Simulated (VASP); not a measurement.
# Ca (I4/mmm) in VASP: notebook

Runs on Ca. Level: PBE. Tasks: single point.

Program: VASP 6.6.1. These are calculated values, not measurements. Logs are shortened: lines on timing, memory, paths and dates and some standing lists are left out, and cuts for length are marked.

## (1) The cell of the first run

Symmetry: I4/mmm, No. 139, tetragonal system. The conventional cell has a = 3.892 Å, b = 3.892 Å, c = 5.588 Å, α = 90.00°, β = 90.00°, γ = 90.00°. Ca (site symmetry 4/mmm) has 12 Ca at 3.89 to 3.92 Å within 5.1 Å.

## (2) Single point, PBE (strain -0.015 along x and y, +0.000 along z)

Contents of INCAR:

```
ALGO = Fast ; EDIFF = 1E-7
ENCUT = 520 ; GGA = PE
ISIF = 2 ; ISMEAR = 0
LASPH = T ; LCHARG = F
LREAL = F ; LWAVE = F
NBANDS = 11 ; NELM = 60
PREC = Accurate ; SIGMA = 0.15
```

Contents of KPOINTS:

```
k-points
0
Gamma
  14 14 14
```

Contents of POSCAR:

```
Ca
1.0
    0.0000000000      2.7522870000      2.7942000000
    2.7522870000      0.0000000000      2.7942000000
    2.7522870000      2.7522870000      0.0000000000
Ca
1
Direct
    0.0000000000      0.0000000000      0.0000000000
```

Potentials or basis: VASP PAW PBE potentials, release 64 (Ca_sv).

Command:

```
cat potpaw_PBE.64/Ca_sv/POTCAR > POTCAR
mpirun -np 1 vasp_std > vasp.out
```

OUTCAR:

```text
EDIFF = 1E-7
   ENCUT = 520
   GGA = PE
   ISIF = 2
   ISMEAR = 0
   LASPH = T
   LREAL = F
   NELM = 60
   PREC = Accurate

 ion  position               nearest neighbor table
   1  0.000  0.000  0.000-

  LATTYP: Found a body centered tetragonal cell.
 ALAT       =     3.8923216029
 C/A-ratio  =     1.4357498095

  Lattice vectors:

 A1 = (  -2.7522870000,   0.0000000000,   2.7942000000)
 A2 = (   2.7522870000,   0.0000000000,   2.7942000000)
 A3 = (   0.0000000000,   2.7522870000,  -2.7942000000)

Analysis of symmetry for initial positions (statically):
=====================================================================
 Subroutine PRICEL returns:
 Original cell was already a primitive cell.

 Routine SETGRP: Setting up the symmetry group for a
 body centered tetragonal supercell.

 Subroutine GETGRP returns: Found 16 space group operations
 (whereof 16 operations were pure point group operations)
 out of a pool of 16 trial point group operations.

The static configuration has the point symmetry D_4h.

Analysis of symmetry for dynamics (positions and initial velocities):
=====================================================================
 Subroutine PRICEL returns:
 Original cell was already a primitive cell.

 Routine SETGRP: Setting up the symmetry group for a
 body centered tetragonal supercell.

 Subroutine GETGRP returns: Found 16 space group operations
 (whereof 16 operations were pure point group operations)
 out of a pool of 16 trial point group operations.

The dynamic configuration has the point symmetry D_4h.

 Subroutine INISYM returns: Found 16 space group operations
 (whereof 16 operations are pure point group operations),
 and found     1 'primitive' translations

----------------------------------------------------------------------------------------

                                     Primitive cell

  volume of cell :      42.3326

  direct lattice vectors                    reciprocal lattice vectors
     0.000000000  2.752287000  2.794200000    -0.181667101  0.181667101  0.178942094
     2.752287000  0.000000000  2.794200000     0.181667101 -0.181667101  0.178942094
     2.752287000  2.752287000  0.000000000     0.181667101  0.181667101 -0.178942094

  length of vectors
     3.922070546  3.922070546  3.892321603     0.313091271  0.313091271  0.313091271

  position of ions in fractional coordinates (direct lattice)
     0.000000000  0.000000000  0.000000000

  ion indices of the primitive-cell ions
   primitive index   ion index
                 1           1

----------------------------------------------------------------------------------------

 KPOINTS: k-points

Automatic generation of k-mesh.
 Grid dimensions read from file:
 generate k-points for:   14   14   14

 Generating k-lattice:

  Cartesian coordinates                     Fractional coordinates (reciprocal lattice)
    -0.012976221  0.012976221  0.012781578     0.071428571  0.000000000  0.000000000
     0.012976221 -0.012976221  0.012781578     0.000000000  0.071428571  0.000000000
     0.012976221  0.012976221 -0.012781578     0.000000000  0.000000000  0.071428571

  Length of vectors
     0.022363662  0.022363662  0.022363662

  Shift w.r.t. Gamma in fractional coordinates (k-lattice)
     0.000000000  0.000000000  0.000000000

 Subroutine IBZKPT returns following result:
 ===========================================

 Found    244 irreducible k-points:

 Following reciprocal coordinates:
            Coordinates               Weight
  0.000000  0.000000  0.000000      1.000000
  0.071429 -0.000000  0.000000      8.000000
  0.142857  0.000000  0.000000      8.000000
  0.214286  0.000000  0.000000      8.000000
  0.285714 -0.000000  0.000000      8.000000
  0.357143  0.000000  0.000000      8.000000
[... 16 lines left out ...]
  0.214286  0.142857  0.000000      8.000000
  0.285714  0.142857  0.000000      8.000000
 [... further k-points ...]
   k-points           NKPTS =    244   k-points in BZ     NKDIM =    244   number of bands    NBANDS=     11
   number of dos      NEDOS =    301   number of ions     NIONS =      1
   total plane-waves  NPLWV =  27000
   dimension x,y,z NGX =    30 NGY =   30 NGZ =   30
   dimension x,y,z NGXF=    60 NGYF=   60 NGZF=   60
   ions per type =               1
   NGX,Y,Z   is equivalent  to a cutoff of  12.72, 12.72, 12.81 a.u.
   NGXF,Y,Z  is equivalent  to a cutoff of  25.43, 25.43, 25.63 a.u.
 SYSTEM =  unknown system
   PREC   = accura    normal or accurate (medium, high low for compatibility)
   ISTART =      0    job   : 0-new  1-cont  2-samecut
   ICHARG =      2    charge: 1-file 2-atom 10-const
   ISPIN  =      1    spin polarized calculation?
   LNONCOLLINEAR =      F non collinear calculations
   LSORBIT =      F    spin-orbit coupling
   LASPH  =      T    aspherical Exc in radial PAW
   ENCUT  =  520.0 eV  38.22 Ry    6.18 a.u.   7.29  7.29  7.24*2*pi/ulx,y,z
   NELM   =     60;   NELMIN=  2; NELMDL= -5     # of ELM steps
   EDIFF  = 0.1E-06   stopping-criterion for ELM
   LREAL  =      F    real-space projection
   EDIFFG = 0.1E-05   stopping-criterion for IOM
   NSW    =      0    number of steps for IOM
   IBRION =     -1    ionic relax: 0-MD 1-quasi-New 2-CG
   NFREE  =      0    steps in history (QN), initial steepest desc. (CG)
   ISIF   =      2    stress and relaxation
   ISYM   =      2    0-nonsym 1-usesym 2-fastsym
   POTIM  = 0.5000    time-step for ionic-motion
   TEBEG  =    0.0;   TEEND  =   0.0 temperature during run
   PSTRESS=    0.0 pullay stress
   NELECT =      10.0000    total number of electrons
   NUPDOWN=      -1.0000    fix difference up-down
   EMIN   =  10.00;   EMAX   =-10.00  energy-range for DOS
   EFERMI =   0.00;   METHOD = LEGACY
   ISMEAR =     0;   SIGMA  =   0.15  broadening in eV -4-tet -1-fermi 0-gaus
   EFERMI_NEDOS =   21; number of points for ismear=-14 and -15
   IALGO  =     68    algorithm
   IMIX   =      4    mixing-type and parameters
     AMIX     =   0.40;   BMIX     =  1.00
     AMIX_MAG =   1.60;   BMIX_MAG =  1.00
  volume/ion in A,a.u.               =      42.33       285.67
  Fermi-wavevector in a.u.,A,eV,Ry     =   1.012006  1.912414 13.934497  1.024157
  Thomas-Fermi vector in A             =   2.145090
   LORBIT       =      0    0 simple, 1 ext, 2 COOP (PROOUT), +10 PAW based schemes
   GGA     = PE    functional components
   LHFCALC =     F    Hartree Fock is set to
   AEXX    =    0.0000 exact exchange contribution
   IVDW    =     0    specifies the selected vdW correction
   LEPSILON=     F    determine dielectric tensor
   LRPA    =     F    only Hartree local field effects (RPA)
 non-spin polarized calculation
 RMM-DIIS sequential band-by-band and
 Gauss-broadening in eV      SIGMA  =   0.15
  energy-cutoff  :      520.00
  volume of cell :       42.33
 maximum number of plane-waves:      1161
 NGX is ok and might be reduce to    30
   NGX = 15   NGY = 15   NGZ = 15

 number of electron      10.0000000 magnetization

 Free energy of the ion-electron system (eV)
  ---------------------------------------------------
  ext. energy  EPLUGINS =         0.00000000
  ---------------------------------------------------
  free energy    TOTEN  =        -1.93733395 eV

  energy without entropy =       -1.92253950  energy(sigma->0) =       -1.92993673

 E-fermi :   1.9455     XC(G=0):  -7.7259

 val. band max:        1.9422433430   @ k =  -0.4286   0.2143   0.0714
 cond. band min:       1.9626072276   @ k =  -0.3571   0.0000   0.3571
 fundamental gap:      0.0203638846
 Fermi energy:         1.9455132159

 k-point     1 :       0.0000    0.0000    0.0000
  band No.  band energies     occupation
      1     -40.0765      2.00000
      2     -20.9948      2.00000
      3     -20.9935      2.00000
      4     -20.9935      2.00000
      5      -2.0725      2.00000
      6       4.2362      0.00000
      7       4.3041      0.00000
      8       4.3041      0.00000
      9       5.3014      0.00000
     10       5.3903      0.00000
     11      11.0541      0.00000

 k-point     2 :       0.0714   -0.0000    0.0000
  band No.  band energies     occupation
      1     -40.0758      2.00000
      2     -21.0008      2.00000
      3     -20.9953      2.00000
      4     -20.9943      2.00000
      5      -1.9853      2.00000
      6       4.1792      0.00000
      7       4.2996      0.00000
      8       4.3381      0.00000
      9       5.2738      0.00000
     10       5.3591      0.00000
     11      11.1603      0.00000

 k-point     3 :       0.1429    0.0000    0.0000
  band No.  band energies     occupation
      1     -40.0740      2.00000
      2     -21.0200      2.00000
      3     -20.9982      2.00000
      4     -20.9967      2.00000
      5      -1.7280      2.00000
      6       3.9298      0.00000
      7       4.3664      0.00000
      8       4.4170      0.00000
      9       5.2277      0.00000
     10       5.2993      0.00000
     11      10.9838      0.00000

 k-point     4 :       0.2143    0.0000    0.0000
  band No.  band energies     occupation
      1     -40.0713      2.00000
      2     -21.0475      2.00000
      3     -21.0023      2.00000
      4     -21.0003      2.00000
      5      -1.3139      2.00000
      6       3.5697      0.00000
      7       4.3989      0.00000
      8       4.4646      0.00000
      9       5.2653      0.00000
     10       5.3098      0.00000
     11       9.8681      0.00000
[... 239 lines left out ...]
 k-point    22 :       0.1429    0.1429    0.0000
  band No.  band energies     occupation
      1     -40.0732      2.00000
      2     -21.0198      2.00000
      3     -21.0024      2.00000
      4     -21.0024      2.00000
      5      -1.6237      2.00000
      6       3.8242      0.00000
      7       4.4931      0.00000
      8       4.4931      0.00000
      9       4.8500      0.00000
     10       5.5017      0.00000
     11      11.5891      0.00000

 k-point    23 :       0.2143    0.1429    0.0000
  band No.  band energies     occupation
      1     -40.0713      2.00000
      2     -21.0371      2.00000
      3     -21.0069      2.00000
      4     -21.0064      2.00000
      5      -1.3243      2.00000
      6       3.6072      0.00000
      7       4.4602      0.00000
      8       4.5880      0.00000
      9       4.7904      0.00000
     10       5.5552      0.00000
     11      10.8644      0.00000

 k-point    24 :       0.2857    0.1429    0.0000
  band No.  band energies     occupation
      1     -40.0687      2.00000
      2     -21.0612      2.00000
      3     -21.0115      2.00000
      4     -21.0113      2.00000
      5      -0.8776      2.00000
      6       3.3227      0.00000
      7       4.2093      0.00000
      8       4.6289      0.00000
      9       5.0285      0.00000
     10       5.6616      0.00000
     11       9.6617      0.00000

 [... further k-points ...]

------------------------ aborting loop because EDIFF is reached ----------------------------------------

  FORCE on cell =-STRESS in cart. coord.  units (eV):
  Direction    XX          YY          ZZ          XY          YZ          ZX
  --------------------------------------------------------------------------------------
  -------------------------------------------------------------------------------------
  Total       -0.0018700     -0.0018700     -0.0355614      0.0000000     -0.0000000     -0.0000000
  in kB       -0.0707737     -0.0707737     -1.3459042      0.0000000     -0.0000000     -0.0000000
  external PRESSURE =      -0.4958172 kB  Pullay stress =       0.0000000 kB

 VOLUME and BASIS-vectors are now :
 -----------------------------------------------------------------------------
  energy-cutoff  :      520.00
  volume of cell :       42.33
      direct lattice vectors                 reciprocal lattice vectors
     0.000000000  2.752287000  2.794200000    -0.181667101  0.181667101  0.178942094
     2.752287000  0.000000000  2.794200000     0.181667101 -0.181667101  0.178942094
     2.752287000  2.752287000  0.000000000     0.181667101  0.181667101 -0.178942094

 POSITION                                       TOTAL-FORCE (eV/Angst)
 -----------------------------------------------------------------------------------
      0.00000      0.00000      0.00000         0.000000      0.000000      0.000000
 -----------------------------------------------------------------------------------
    total drift:                               -0.000000     -0.000000      0.000000

  FREE ENERGIE OF THE ION-ELECTRON SYSTEM (eV)
  ---------------------------------------------------
  free  energy   TOTEN  =        -1.9373339506 eV

  energy  without entropy=       -1.9225395004  energy(sigma->0) =       -1.92993673
```

Wall time 97 s (1 thread of Intel Xeon Platinum 8488C (Sapphire Rapids), shared host); peak memory 0.24 GiB.

Results:

```yaml
Free_energy: -1.9373 eV
Pressure: 0.0 GPa
Band_gap_on_the_k_mesh: zero (band 5 reaches 2.11 eV, above the bottom of band 6 at 1.78 eV)
```

Stress tensor (GPa, compression positive):
```
-0.01  0.00  0.00
 0.00 -0.01  0.00
 0.00  0.00 -0.13
```

Caveat: the cell differs from its parent crystal (strain -0.015 along x and y, +0.000 along z).

## (3) Single point, PBE (strain +0.000 along x and y, -0.015 along z)

Contents of INCAR:

```
SYSTEM = Ca
PREC     = Accurate       ! precision mode
ENCUT    = 520            ! plane-wave cutoff, eV
EDIFF    = 1E-6           ! SCF threshold, eV
ISMEAR   = 0              ! smearing method
SIGMA    = 0.15           ! smearing width, eV
LREAL    = .False.        ! projectors in reciprocal space
LASPH    = .True.         ! aspherical terms in the spheres
NELM     = 100            ! most SCF steps
ALGO     = Normal         ! electronic algorithm
ISIF     = 2              ! what is computed and relaxed
LWAVE    = .False.        ! write WAVECAR
LCHARG   = .False.        ! write CHGCAR
GGA      = PE             ! functional
NBANDS   = 11             ! bands
```

Contents of KPOINTS:

```
Automatic mesh
0
Gamma
  14 14 14
  0 0 0
```

Contents of POSCAR:

```
Ca
1.0
    0.0000000000      2.7942000000      2.7522870000
    2.7942000000      0.0000000000      2.7522870000
    2.7942000000      2.7942000000      0.0000000000
Ca
1
Direct
    0.0000000000      0.0000000000      0.0000000000
```

Potentials or basis: VASP PAW PBE potentials, release 64 (Ca_sv).

Command:

```
cat potpaw_PBE.64/Ca_sv/POTCAR > POTCAR
mpirun -np 1 vasp_std > vasp.out
```

Wall time 55 s (1 thread of Intel Xeon Platinum 8488C (Sapphire Rapids), shared host); peak memory 0.25 GiB.

It converged, with:

| Quantity | Value |
| --- | --- |
| Free energy | -1.9367 eV |
| Pressure | -0.3 GPa |
| Band gap on the k mesh | zero (band 5 reaches 2.06 eV, above the bottom of band 6 at 1.71 eV) |

Stress tensor (GPa, compression positive):
```
-0.35  0.00  0.00
 0.00 -0.35  0.00
 0.00  0.00 -0.24
```

Levels at points of the mesh, in eV from the Fermi level:
| k point | band 1 | band 2 | band 3 | band 4 | band 5 | band 6 | band 7 | band 8 | band 9 | band 10 |
| --- | --- | --- | --- | --- | --- | --- | --- | --- | --- | --- |
| (0.00, 0.00, 0.00) | -42.06 | -22.98 | -22.98 | -22.98 | -3.99 | 2.29 | 2.29 | 2.36 | 3.32 | 3.40 |
| (0.50, 0.00, 0.00) | -42.04 | -23.11 | -23.00 | -22.99 | -0.98 | -0.17 | 2.16 | 2.24 | 4.01 | 4.05 |
| (0.50, 0.50, 0.00) | -42.04 | -23.10 | -23.03 | -23.03 | -0.41 | 0.57 | 1.03 | 4.02 | 4.21 | 4.21 |
| (0.50, 0.00, 0.50) | -42.04 | -23.10 | -23.02 | -23.02 | -0.45 | 0.60 | 0.89 | 4.03 | 4.18 | 4.24 |

Caveat: the cell differs from its parent crystal (strain +0.000 along x and y, -0.015 along z).

[end of part 1 of 2]
